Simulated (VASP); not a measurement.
# CoO in VASP: further runs, part 2 of 2

VASP 6.6.1. The steps go on from the part before.

## (4) Single point, PBE+U, collinear spin, antiferromagnetic start (10.03 Å³/atom)

This run uses another cell than the first one, of 10.03 Å³/atom.

The input, INCAR:

```
SYSTEM = CoO
PREC     = Accurate       ! precision mode
ENCUT    = 600            ! plane-wave cutoff, eV
EDIFF    = 1E-6           ! SCF threshold, eV
ISMEAR   = 0              ! smearing method
SIGMA    = 0.05           ! smearing width, eV
LREAL    = .False.        ! projectors in reciprocal space
LASPH    = .True.         ! aspherical terms in the spheres
NELM     = 200            ! most SCF steps
ALGO     = Normal         ! electronic algorithm
ISIF     = 2              ! what is computed and relaxed
LWAVE    = .False.        ! write WAVECAR
LCHARG   = .False.        ! write CHGCAR
ISPIN    = 2              ! spin polarisation
MAGMOM   = -2.77 2.77 0 0 ! initial moments
LORBIT   = 11             ! projections on sites
LMAXMIX  = 4              ! l up to which the mixer works
LDAU     = .True.         ! DFT+U
LDAUTYPE = 2            
LDAUL    = 2 -1           ! shell
LDAUU    = 3.3 0          ! U, eV
LDAUJ    = 0 0          
LDAUPRINT= 1            
GGA      = PE             ! functional
NBANDS   = 27             ! bands
GGA_COMPAT= .False.
```

The input, KPOINTS:

```
regular mesh
0
Gamma
  12 12 6
  0 0 0
```

The input, POSCAR:

```
CoO
1.0
    2.9815252878      0.0000000000      0.0000000000
   -1.4907626439      2.5820766413      0.0000000000
    0.0000000000      0.0000000000      5.2109509009
Co O
2 2
Direct
    0.0000000000      0.0000000000      0.0000000000
    0.0000000000      0.0000000000      0.5000000000
    0.3333333333      0.6666666667      0.2500001587
    0.6666666667      0.3333333333      0.7499998413
```

Command:

```console
cat potpaw_PBE.64/Co/POTCAR potpaw_PBE.64/O/POTCAR > POTCAR
mpirun -np 1 vasp_std > vasp.out
```

Run time: 2.4 min. Hardware: 1 thread of Oxide Virtual Turin-like, shared host; peak memory 0.25 GiB.

Results (log left out):

```yaml
Free_energy: -22.7662 eV
Pressure: -7.6 GPa
Band_gap_on_the_k_mesh: zero (filled and empty bands overlap)
Net_moment: 0.00 μB per cell
Site_moments: Co -2.63, +2.63; O +0.00 μB
Valence_electrons_inside_the_program's_atomic_spheres: Co 7.79; O 4.97
```

Stress tensor (GPa, compression positive):
```
-9.74  0.00  0.00
 0.00 -9.74  0.00
 0.00  0.00 -3.39
```

Levels at points of the mesh, in eV from the Fermi level:
Spin up:
| k point | band 11 | band 12 | band 13 | band 14 | band 15 | band 16 | band 17 | band 18 | band 19 | band 20 |
| --- | --- | --- | --- | --- | --- | --- | --- | --- | --- | --- |
| (0.00, 0.00, 0.00) | -2.13 | -2.10 | -2.10 | -1.09 | -0.06 | -0.06 | 1.42 | 2.67 | 2.67 | 6.02 |
| (0.50, 0.00, 0.00) | -2.95 | -2.57 | -1.75 | -1.20 | -0.03 | 0.23 | 2.89 | 2.96 | 6.19 | 8.21 |
| (0.00, 0.00, 0.50) | -2.96 | -1.76 | -1.02 | -1.02 | -0.25 | -0.25 | 2.60 | 2.60 | 4.03 | 4.24 |
| (0.50, 0.00, 0.50) | -2.94 | -1.83 | -1.46 | -1.41 | -0.21 | 0.22 | 2.76 | 2.81 | 6.02 | 6.40 |
Spin down:
| k point | band 13 | band 14 | band 15 | band 16 | band 17 | band 18 |
| --- | --- | --- | --- | --- | --- | --- |
| (0.00, 0.00, 0.00) | -2.10 | -1.09 | -0.06 | -0.06 | 1.42 | 2.67 |
| (0.50, 0.00, 0.00) | -1.75 | -1.20 | -0.03 | 0.23 | 2.89 | 2.96 |
| (0.00, 0.00, 0.50) | -1.02 | -1.02 | -0.25 | -0.25 | 2.60 | 2.60 |
| (0.50, 0.00, 0.50) | -1.46 | -1.41 | -0.21 | 0.22 | 2.76 | 2.81 |

Eigenvalues of the final occupation matrices:
```
    site  spin  trace               eigenvalues
site 1 d     1   2.27  0.15 0.15 0.51 0.51 0.95
site 1 d     2   4.89  0.97 0.97 0.97 1.00 1.00
site 2 d     1   4.89  0.97 0.97 0.97 1.00 1.00
site 2 d     2   2.27  0.15 0.15 0.51 0.51 0.95
```

Caveat: the stress differs along the axes, from -10 to -3 GPa.

## (5) Single point, PBE+U, collinear spin, antiferromagnetic start

This run uses another cell than the first one, of 10.03 Å³/atom.

The input, INCAR:

```
  PREC = Accurate
  ENCUT = 600
  EDIFF = 1E-6
  ISMEAR = 0
  SIGMA = 0.05
  LREAL = False
  LASPH = True
  NELM = 200
  ALGO = Normal
  ISIF = 2
  LWAVE = False
  LCHARG = True
  ISPIN = 2
  MAGMOM = 3 -3 0 0
  LORBIT = 11
  LMAXMIX = 4
  LDAU = True
  LDAUTYPE = 2
  LDAUL = 2 -1
  LDAUU = 3.3 0
  LDAUJ = 0 0
  LDAUPRINT = 1
  GGA = PE
  LELF = True
  LVHAR = True
  NBANDS = 27
  GGA_COMPAT = False
```

The input, KPOINTS:

```
regular mesh
0
Gamma
  12 12 6
```

POSCAR is that of step 4.

Command:

```console
cat potpaw_PBE.64/Co/POTCAR potpaw_PBE.64/O/POTCAR > POTCAR
mpirun -np 1 vasp_std > vasp.out
```

Run time: 2.6 min. Hardware: 1 thread of Oxide Virtual Turin-like, shared host; peak memory 0.25 GiB.

Results (log left out):

```
Free energy                                           : -22.7662 eV
Pressure                                              : -7.6 GPa
Band gap on the k mesh                                : zero (filled and empty bands overlap)
Net moment                                            : 0.00 μB per cell
Site moments                                          : Co +2.63, -2.63; O +0.00 μB
Valence electrons inside the program's atomic spheres : Co 7.79; O 4.97
```

Stress tensor (GPa, compression positive):
```
-9.66  0.00  0.00
 0.00 -9.66  0.00
 0.00  0.00 -3.32
```

Levels at points of the mesh, in eV from the Fermi level:
Spin up:
```
           k point  band 12  band 13  band 14  band 15  band 16  band 17  band 18  band 19
(0.00, 0.00, 0.00)    -2.10    -2.10    -1.09    -0.06    -0.06     1.42     2.67     2.67
(0.50, 0.00, 0.00)    -2.57    -1.75    -1.20    -0.03     0.23     2.89     2.96     6.19
(0.00, 0.00, 0.50)    -1.76    -1.02    -1.02    -0.25    -0.25     2.60     2.60     4.03
(0.50, 0.00, 0.50)    -1.83    -1.46    -1.41    -0.21     0.22     2.75     2.81     6.02
```
Spin down:
| k point | band 13 | band 14 | band 15 | band 16 | band 17 | band 18 |
| --- | --- | --- | --- | --- | --- | --- |
| (0.00, 0.00, 0.00) | -2.10 | -1.09 | -0.06 | -0.06 | 1.42 | 2.67 |
| (0.50, 0.00, 0.00) | -1.75 | -1.20 | -0.03 | 0.23 | 2.89 | 2.96 |
| (0.00, 0.00, 0.50) | -1.02 | -1.02 | -0.25 | -0.25 | 2.60 | 2.60 |
| (0.50, 0.00, 0.50) | -1.46 | -1.41 | -0.21 | 0.22 | 2.75 | 2.81 |

Eigenvalues of the final occupation matrices:
```tsv
site	spin	trace	eigenvalues
site 1 d	1	4.89	0.97 0.97 0.97 1.00 1.00
site 1 d	2	2.27	0.15 0.15 0.51 0.51 0.95
site 2 d	1	2.27	0.15 0.15 0.51 0.51 0.95
site 2 d	2	4.89	0.97 0.97 0.97 1.00 1.00
```

Caveat: the stress differs along the axes, from -10 to -3 GPa.

## (6) Summary

```csv
task,spin,cell,k mesh,gap on the mesh (eV),pressure (GPa),moment (μB)
relaxation of shape and atoms at fixed volume,"collinear, ferromagnetic start","relaxed from a = 3.181, b = 3.181, c = 4.433 Å, angles 90.0, 90.0, 120.0°, 4 atoms, atomic positions A",8 × 8 × 4,none,0.5,6.00
single point,"collinear, ferromagnetic start","a = 2.974, b = 2.974, c = 5.021 Å, angles 90.0, 90.0, 120.0°, 4 atoms, atomic positions B",12 × 12 × 6,none,7.7,5.99
single point,"collinear, antiferromagnetic start","a = 2.982, b = 2.982, c = 5.211 Å, angles 90.0, 90.0, 120.0°, 4 atoms, atomic positions A",12 × 12 × 6,none,-7.6,0.00
```

Alike in all rows: level PBE+U; potentials or basis VASP PAW PBE potentials, release 64 (Co, O); Co d U = 3.3 eV; cutoff (eV) 600; smearing gaussian 0.05 eV.

Caveats: a cell axis changed by over 15 % at a fixed basis, so the end point is rough (at least some runs); the stress differs along the axes, from 3 to 18 GPa (at least some runs); the stress differs along the axes, from -10 to -3 GPa (at least some runs).

Absolute energies hang on the potentials; compare differences alone.
